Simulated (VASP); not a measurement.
# BaTiO3 (P4mm) in VASP: further runs

The runs below take BaTiO3 through single point, with PBE, r2SCAN.

Program: VASP 6.6.1. These are calculated values, not measurements. Logs are shortened: lines on timing, memory, paths and dates and some standing lists are left out, and cuts for length are marked.

## Step 1: The cell of the first run

Symmetry: P4mm, No. 99, tetragonal system. Conventional cell: a = 3.972 Å, b = 3.972 Å, c = 4.113 Å, α = 90.00°, β = 90.00°, γ = 90.00°. Within 3.7 Å of Ba (site symmetry 4mm) lie 12 O at 2.79 to 2.93 Å and 8 Ti at 3.44 to 3.53 Å. Within 2.4 Å of Ti (site symmetry 4mm) lie 6 O at 1.82 to 2.29 Å. Within 2.6 Å of O (site symmetry 2mm) lie 2 Ti at 1.99 Å. Within 2.4 Å of O (site symmetry 4mm) lie 2 Ti at 1.82 to 2.29 Å.

## Step 2: Single point, PBE

Contents of INCAR:

```
ALGO = Normal
EDIFF = 1E-7
ENCUT = 520
GGA = PE
ISIF = 2
ISMEAR = -1
LASPH = T
LCHARG = F
LREAL = F
LWAVE = F
NBANDS = 28
NELM = 60
PREC = Accurate
SIGMA = 0.02
```

Contents of KPOINTS:

```
k-points
0
Gamma
  6 6 6
```

Contents of POSCAR:

```
BaTiO3
1.0
    3.9720350377      0.0000000000      0.0000000000
    0.0000000000      3.9720350377      0.0000000000
    0.0000000000      0.0000000000      4.1130046808
Ba Ti O
1 1 3
Direct
    0.5000000000      0.5000000000      0.5850405720
    0.0000000000      0.0000000000      0.1031610780
    0.0000000000      0.5000000000      0.0629129854
    0.5000000000      0.0000000000      0.0629129854
    0.0000000000      0.0000000000      0.5459693693
```

Potentials or basis: VASP PAW PBE potentials, release 64 (Ba_sv, Ti_sv, O).

Run with:

```
$ cat potpaw_PBE.64/Ba_sv/POTCAR potpaw_PBE.64/Ti_sv/POTCAR potpaw_PBE.64/O/POTCAR > POTCAR
$ mpirun -np 1 vasp_std > vasp.out
```

OUTCAR:

```text
EDIFF = 1E-7
   ENCUT = 520
   GGA = PE
   ISIF = 2
   ISMEAR = -1
   LASPH = T
   LREAL = F
   NELM = 60
   PREC = Accurate

 ion  position               nearest neighbor table
   1  0.500  0.500  0.585-   3 2.79   4 2.79   4 2.79   3 2.79   5 2.81   5 2.81   5 2.81   5 2.81
                             3 2.93   4 2.93   3 2.93   4 2.93   2 3.44   2 3.44   2 3.44   2 3.44
   2  0.000  0.000  0.103-   5 1.82   4 1.99   3 1.99   3 1.99   4 1.99   5 2.29   1 3.44   1 3.44
                             1 3.44   1 3.44   1 3.53   1 3.53   1 3.53   1 3.53
   3  0.000  0.500  0.063-   2 1.99   2 1.99   1 2.79   1 2.79   1 2.93   1 2.93
   4  0.500  0.000  0.063-   2 1.99   2 1.99   1 2.79   1 2.79   1 2.93   1 2.93
   5  0.000  0.000  0.546-   2 1.82   2 2.29   1 2.81   1 2.81   1 2.81   1 2.81

  LATTYP: Found a simple tetragonal cell.
 ALAT       =     3.9720350377
 C/A-ratio  =     1.0354905336

  Lattice vectors:

 A1 = (   3.9720350377,   0.0000000000,   0.0000000000)
 A2 = (   0.0000000000,   3.9720350377,   0.0000000000)
 A3 = (   0.0000000000,   0.0000000000,   4.1130046808)

Analysis of symmetry for initial positions (statically):
=====================================================================
 Subroutine PRICEL returns:
 Original cell was already a primitive cell.

 Routine SETGRP: Setting up the symmetry group for a
 simple tetragonal supercell.

 Subroutine GETGRP returns: Found  8 space group operations
 (whereof  8 operations were pure point group operations)
 out of a pool of 16 trial point group operations.

The static configuration has the point symmetry C_4v.

Analysis of symmetry for dynamics (positions and initial velocities):
=====================================================================
 Subroutine PRICEL returns:
 Original cell was already a primitive cell.

 Routine SETGRP: Setting up the symmetry group for a
 simple tetragonal supercell.

 Subroutine GETGRP returns: Found  8 space group operations
 (whereof  8 operations were pure point group operations)
 out of a pool of 16 trial point group operations.

The dynamic configuration has the point symmetry C_4v.

 Subroutine INISYM returns: Found  8 space group operations
 (whereof  8 operations are pure point group operations),
 and found     1 'primitive' translations

----------------------------------------------------------------------------------------

                                     Primitive cell

  volume of cell :      64.8911

  direct lattice vectors                    reciprocal lattice vectors
     3.972035038  0.000000000  0.000000000     0.251760116  0.000000000  0.000000000
     0.000000000  3.972035038  0.000000000     0.000000000  0.251760116  0.000000000
     0.000000000  0.000000000  4.113004681     0.000000000  0.000000000  0.243131257

  length of vectors
     3.972035038  3.972035038  4.113004681     0.251760116  0.251760116  0.243131257

  position of ions in fractional coordinates (direct lattice)
     0.500000000  0.500000000  0.585040572
     0.000000000  0.000000000  0.103161078
     0.000000000  0.500000000  0.062912985
     0.500000000  0.000000000  0.062912985
     0.000000000  0.000000000  0.545969369

  ion indices of the primitive-cell ions
   primitive index   ion index
                 1           1
                 2           2
                 3           3
                 4           4
                 5           5

----------------------------------------------------------------------------------------

 KPOINTS: k-points

Automatic generation of k-mesh.
 Grid dimensions read from file:
 generate k-points for:    6    6    6

 Generating k-lattice:

  Cartesian coordinates                     Fractional coordinates (reciprocal lattice)
     0.041960019  0.000000000  0.000000000     0.166666667  0.000000000  0.000000000
     0.000000000  0.041960019  0.000000000     0.000000000  0.166666667  0.000000000
     0.000000000  0.000000000  0.040521876     0.000000000  0.000000000  0.166666667

  Length of vectors
     0.041960019  0.041960019  0.040521876

  Shift w.r.t. Gamma in fractional coordinates (k-lattice)
     0.000000000  0.000000000  0.000000000

 Subroutine IBZKPT returns following result:
 ===========================================

 Found     40 irreducible k-points:

 Following reciprocal coordinates:
            Coordinates               Weight
  0.000000  0.000000  0.000000      1.000000
  0.166667  0.000000  0.000000      4.000000
  0.333333  0.000000  0.000000      4.000000
  0.500000  0.000000  0.000000      2.000000
  0.166667  0.166667  0.000000      4.000000
  0.333333  0.166667  0.000000      8.000000
[... 16 lines left out ...]
  0.333333  0.000000  0.333333      8.000000
  0.500000  0.000000  0.333333      4.000000
 [... further k-points ...]
   k-points           NKPTS =     40   k-points in BZ     NKDIM =     40   number of bands    NBANDS=     28
   number of dos      NEDOS =    301   number of ions     NIONS =      5
   total plane-waves  NPLWV =  28800
   dimension x,y,z NGX =    30 NGY =   30 NGZ =   32
   dimension x,y,z NGXF=    60 NGYF=   60 NGZF=   64
   ions per type =               1   1   3
   NGX,Y,Z   is equivalent  to a cutoff of  12.56, 12.56, 12.93 a.u.
   NGXF,Y,Z  is equivalent  to a cutoff of  25.11, 25.11, 25.87 a.u.
 SYSTEM =  unknown system
   PREC   = accura    normal or accurate (medium, high low for compatibility)
   ISTART =      0    job   : 0-new  1-cont  2-samecut
   ICHARG =      2    charge: 1-file 2-atom 10-const
   ISPIN  =      1    spin polarized calculation?
   LNONCOLLINEAR =      F non collinear calculations
   LSORBIT =      F    spin-orbit coupling
   LASPH  =      T    aspherical Exc in radial PAW
   ENCUT  =  520.0 eV  38.22 Ry    6.18 a.u.   7.39  7.39  7.65*2*pi/ulx,y,z
   NELM   =     60;   NELMIN=  2; NELMDL= -5     # of ELM steps
   EDIFF  = 0.1E-06   stopping-criterion for ELM
   LREAL  =      F    real-space projection
   EDIFFG = 0.1E-05   stopping-criterion for IOM
   NSW    =      0    number of steps for IOM
   IBRION =     -1    ionic relax: 0-MD 1-quasi-New 2-CG
   NFREE  =      0    steps in history (QN), initial steepest desc. (CG)
   ISIF   =      2    stress and relaxation
   ISYM   =      2    0-nonsym 1-usesym 2-fastsym
   POTIM  = 0.5000    time-step for ionic-motion
   TEBEG  =    0.0;   TEEND  =   0.0 temperature during run
   PSTRESS=    0.0 pullay stress
   NELECT =      40.0000    total number of electrons
   NUPDOWN=      -1.0000    fix difference up-down
   EMIN   =  10.00;   EMAX   =-10.00  energy-range for DOS
   EFERMI =   0.00;   METHOD = LEGACY
   ISMEAR =    -1;   SIGMA  =   0.02  broadening in eV -4-tet -1-fermi 0-gaus
   EFERMI_NEDOS =   21; number of points for ismear=-14 and -15
   IALGO  =     38    algorithm
   IMIX   =      4    mixing-type and parameters
     AMIX     =   0.40;   BMIX     =  1.00
     AMIX_MAG =   1.60;   BMIX_MAG =  1.00
  volume/ion in A,a.u.               =      12.98        87.58
  Fermi-wavevector in a.u.,A,eV,Ry     =   1.393263  2.632885 26.411375  1.941181
  Thomas-Fermi vector in A             =   2.516926
   LORBIT       =      0    0 simple, 1 ext, 2 COOP (PROOUT), +10 PAW based schemes
   GGA     = PE    functional components
   LHFCALC =     F    Hartree Fock is set to
   AEXX    =    0.0000 exact exchange contribution
   IVDW    =     0    specifies the selected vdW correction
   LEPSILON=     F    determine dielectric tensor
   LRPA    =     F    only Hartree local field effects (RPA)
 non-spin polarized calculation
  energy-cutoff  :      520.00
  volume of cell :       64.89
 maximum number of plane-waves:      1779
 NGX is ok and might be reduce to    30
   NGX = 15   NGY = 15   NGZ = 15

 number of electron      39.9999987 magnetization

 Free energy of the ion-electron system (eV)
  ---------------------------------------------------
  ext. energy  EPLUGINS =         0.00000000
  ---------------------------------------------------
  free energy    TOTEN  =       -40.00815753 eV

  energy without entropy =      -40.00815753  energy(sigma->0) =      -40.00815753

 E-fermi :   4.4413     XC(G=0): -11.1784

 val. band max:        3.9002310703   @ k =   0.5000   0.5000   0.5000
 cond. band min:       5.7094887875   @ k =   0.0000   0.0000   0.0000
 fundamental gap:      1.8092577172
 Fermi energy:         4.4413007110

 k-point     1 :       0.0000    0.0000    0.0000
  band No.  band energies     occupation
      1     -52.6732      2.00000
      2     -28.9909      2.00000
      3     -28.8827      2.00000
      4     -28.8827      2.00000
      5     -21.1467      2.00000
      6     -13.1211      2.00000
[... 20 lines left out ...]
     27       8.9662      0.00000
     28      10.9342      0.00000

 k-point     2 :       0.1667    0.0000    0.0000
  band No.  band energies     occupation
      1     -52.6729      2.00000
      2     -28.9903      2.00000
      3     -28.8971      2.00000
      4     -28.8821      2.00000
      5     -21.1170      2.00000
      6     -13.1425      2.00000
[... 20 lines left out ...]
     27       9.4821      0.00000
     28      11.5918      0.00000

 k-point     3 :       0.3333    0.0000    0.0000
  band No.  band energies     occupation
      1     -52.6723      2.00000
      2     -28.9891      2.00000
      3     -28.9257      2.00000
      4     -28.8810      2.00000
      5     -21.0562      2.00000
      6     -13.2650      2.00000
[... 20 lines left out ...]
     27      10.6196      0.00000
     28      11.9518      0.00000

 k-point     4 :       0.5000    0.0000    0.0000
  band No.  band energies     occupation
      1     -52.6720      2.00000
      2     -28.9885      2.00000
      3     -28.9399      2.00000
      4     -28.8805      2.00000
      5     -21.0251      2.00000
      6     -13.3472      2.00000
[... 578 lines left out ...]
     27      10.9803      0.00000
     28      12.4098      0.00000

 k-point    23 :       0.3333    0.0000    0.3333
  band No.  band energies     occupation
      1     -52.6718      2.00000
      2     -29.0173      2.00000
      3     -28.9238      2.00000
      4     -28.8800      2.00000
      5     -21.0068      2.00000
      6     -12.9825      2.00000
[... 20 lines left out ...]
     27      11.9677      0.00000
     28      12.3732      0.00000

 k-point    24 :       0.5000    0.0000    0.3333
  band No.  band energies     occupation
      1     -52.6715      2.00000
      2     -29.0164      2.00000
      3     -28.9378      2.00000
      4     -28.8794      2.00000
      5     -20.9831      2.00000
      6     -12.9564      2.00000
[... 20 lines left out ...]
     27      11.7981      0.00000
     28      13.0750      0.00000

 [... further k-points ...]

------------------------ aborting loop because EDIFF is reached ----------------------------------------

  FORCE on cell =-STRESS in cart. coord.  units (eV):
  Direction    XX          YY          ZZ          XY          YZ          ZX
  --------------------------------------------------------------------------------------
  -------------------------------------------------------------------------------------
  Total        1.9680587      1.9680587      2.0446538      0.0000000      0.0000000      0.0000000
  in kB       48.5918327     48.5918327     50.4829850      0.0000000      0.0000000      0.0000000
  external PRESSURE =      49.2222168 kB  Pullay stress =       0.0000000 kB

 VOLUME and BASIS-vectors are now :
 -----------------------------------------------------------------------------
  energy-cutoff  :      520.00
  volume of cell :       64.89
      direct lattice vectors                 reciprocal lattice vectors
     3.972035038  0.000000000  0.000000000     0.251760116  0.000000000  0.000000000
     0.000000000  3.972035038  0.000000000     0.000000000  0.251760116  0.000000000
     0.000000000  0.000000000  4.113004681     0.000000000  0.000000000  0.243131257

 POSITION                                       TOTAL-FORCE (eV/Angst)
 -----------------------------------------------------------------------------------
      1.98602      1.98602      2.40627         0.000000     -0.000000     -0.019332
      0.00000      0.00000      0.42430         0.000000      0.000000     -0.135073
      0.00000      1.98602      0.25876        -0.000000      0.000000     -0.023850
      1.98602      0.00000      0.25876         0.000000      0.000000     -0.023850
      0.00000      0.00000      2.24557         0.000000      0.000000      0.202105
 -----------------------------------------------------------------------------------
    total drift:                                0.000000      0.000000      0.000199

  FREE ENERGIE OF THE ION-ELECTRON SYSTEM (eV)
  ---------------------------------------------------
  free  energy   TOTEN  =       -40.0081575324 eV

  energy  without entropy=      -40.0081575324  energy(sigma->0) =      -40.00815753
```

Wall time 33 s (1 thread of Intel Xeon 6975P-C (Granite Rapids), shared host); peak memory 0.22 GiB.

Results:

| Property | Result |
| --- | --- |
| Free energy | -40.0082 eV |
| Pressure | 4.9 GPa |
| Largest force | 0.202 eV/Å |
| Band gap on the k mesh | 1.81 eV, indirect (least direct gap 2.30 eV) |

Forces on the atoms (eV/Å):
```
Ba   0.000  0.000 -0.019
Ti   0.000  0.000 -0.135
O    0.000  0.000 -0.024
O    0.000  0.000 -0.024
O    0.000  0.000  0.202
```

Caveat: spin-orbit coupling is left out, which moves the levels of the heavy elements. A k mesh can miss the band edges.

[end of part 1 of 2]
